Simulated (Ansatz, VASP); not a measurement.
**Cr: VASP beside Ansatz**

Contents of POSCAR:

```
Cr
1.0
    2.8823963137      0.0000000000      0.0000000000
    0.0000000000      2.8823963137      0.0000000000
    0.0000000000      0.0000000000      2.8823963137
Cr
2
Direct
    0.0000000000      0.0000000000      0.0000000000
    0.5000000000      0.5000000000      0.5000000000
```

File INCAR.step1:

```
PREC     = Accurate       # precision mode
ENCUT    = 520            # plane-wave cutoff, eV
ISMEAR   = -1             # smearing method
SIGMA    = 0.05           # smearing width, eV
LREAL    = False          # projectors in reciprocal space
LASPH    = True           # aspherical terms in the spheres
NELM     = 150            # most SCF steps
ISPIN    = 2              # spin polarisation
MAGMOM   = 2.525 -2.525   # initial moments
LMAXMIX  = 4              # l up to which the mixer works
NBANDS   = 23             # bands
GGA      = PE             # functional
ALGO     = Normal         # electronic algorithm
EDIFF    = 1E-4           # SCF threshold, eV
LWAVE    = True           # write WAVECAR
LCHARG   = False          # write CHGCAR
```

INCAR.step2

```
PREC     = Accurate       # precision mode
ENCUT    = 520            # plane-wave cutoff, eV
EDIFF    = 1E-6           # SCF threshold, eV
ISMEAR   = -1             # smearing method
SIGMA    = 0.05           # smearing width, eV
LREAL    = False          # projectors in reciprocal space
LASPH    = True           # aspherical terms in the spheres
NELM     = 150            # most SCF steps
ALGO     = Normal         # electronic algorithm
ISIF     = 2              # what is computed and relaxed
LWAVE    = False          # write WAVECAR
LCHARG   = False          # write CHGCAR
ISPIN    = 2              # spin polarisation
MAGMOM   = 2.525 -2.525   # initial moments
LORBIT   = 11             # projections on sites
LMAXMIX  = 4              # l up to which the mixer works
METAGGA  = R2SCAN         # meta-GGA
LMIXTAU  = True         
NBANDS   = 23             # bands
ISTART   = 1
```

KPOINTS

```
Automatic mesh
0
Gamma
  17 17 17
```

Input for Ansatz:

```yaml
crystal:
  lattice:
    - [2.8823963137, 0.0, 0.0]
    - [0.0, 2.8823963137, 0.0]
    - [0.0, 0.0, 2.8823963137]
  atoms:
    - { symbol: Cr, position: [0.0, 0.0, 0.0], spin: 2.525 }
    - { symbol: Cr, position: [0.5, 0.5, 0.5], spin: -2.525 }
hamiltonian:
  xc: r2scan
  pseudopotentials:
    kind: paw
    azcp:
      Cr: "pseudopotentials/Cr.paw.azcp"
basis:
  ecutwfc: 500
  fft_grid_basis: typed
kpoints:
  mp_grid: { grid: [17, 17, 17], shift: [0, 0, 0] }
magnetization:
  spin_polarized: true
scf:
  occupations: { method: fermi_dirac, width: 0.05 }
output:
  stress: true
```

Alike in both runs: task single point; functional r2SCAN; k mesh 17 × 17 × 17; occupations fermi-dirac, width 0.05 eV; collinear spin.

```csv
,VASP,Ansatz
version,VASP 6.6.1,Ansatz 0.2.0
potentials or method,"VASP PAW PBE potentials, release 64 (Cr_pv), cutoff 520 eV","plane waves (500 eV) with PAW, scalar-relativistic"
valence electrons in the cell,24,28
```

|  | VASP | Ansatz | Ansatz less VASP |
| --- | --- | --- | --- |
| pressure (GPa) | 10.8 | 10.1 | -0.68 |
| net moment per atom (μB) | 0.00 | 0.00 | 0.000 |
| size of the moment on the site where the two differ most (μB) | 2.32 | 2.14 | -0.171 |

VASP's potentials were made for PBE, not for r2SCAN. Site moments also hang on the region over which each program counts them. With one functional, cell and mesh, what is left measures potentials, basis and numerics. VASP's potentials hold 24 valence electrons a cell and Ansatz's 28, so a difference there can come from the potentials and not from the codes. Ansatz's warnings: stability check not made.
